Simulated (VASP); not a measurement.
The system is Sb.

```xyz
1
Lattice="0.0000 2.4700 2.4700 2.4700 0.0000 2.4700 2.4700 2.4700 0.0000" Properties=species:S:1:pos:R:3 pbc="T T T"
Sb    0.0000    0.0000    0.0000
```

This isn't the form of Sb at room conditions, which is rhombohedral.

```yaml
Program: VASP 6.6.1
Task: relaxation of cell and atoms
Functional: PBEsol
Potentials_or_basis: VASP PAW PBE potentials, release 64 (Sb)
Cutoff: 500 eV
k_mesh: 15 × 15 × 15
Occupations: methfessel-paxton, width 0.1 eV
Spin: no spin polarisation
```

At the start: pressure -7.0 GPa; volume 30.14 Å³/atom.

Problem. Where does the relaxation end?

Solution. Over 3 steps the energy falls by 97.5 meV/atom and the volume is 26.21 Å³/atom (-13.0 %); space group Fm-3m (No. 225, to 0.1 Å) before and after.

The path:
| step | energy change (eV) | largest force (eV/Å) | pressure (GPa) | volume (Å³) |
| --- | --- | --- | --- | --- |
| 1 | 0.0000 | 0.0000 | -6.98 | 30.14 |
| 2 | -0.0787 | 0.0000 | 4.32 | 24.77 |
| 3 | -0.0975 | 0.0000 | 0.06 | 26.21 |

Final structure:
```cif
data_structure
_symmetry_space_group_name_H-M 'P 1'
_symmetry_Int_Tables_number 1
_cell_length_a 3.3341
_cell_length_b 3.3341
_cell_length_c 3.3341
_cell_angle_alpha 60.000
_cell_angle_beta 60.000
_cell_angle_gamma 60.000
_cell_volume 26.21
loop_
_atom_site_label
_atom_site_type_symbol
_atom_site_fract_x
_atom_site_fract_y
_atom_site_fract_z
_atom_site_occupancy
Sb1 Sb 0.00000 0.00000 0.00000 1
```

Caveat: the PAW data sets were made with another functional, which shifts forces and pressure a little.
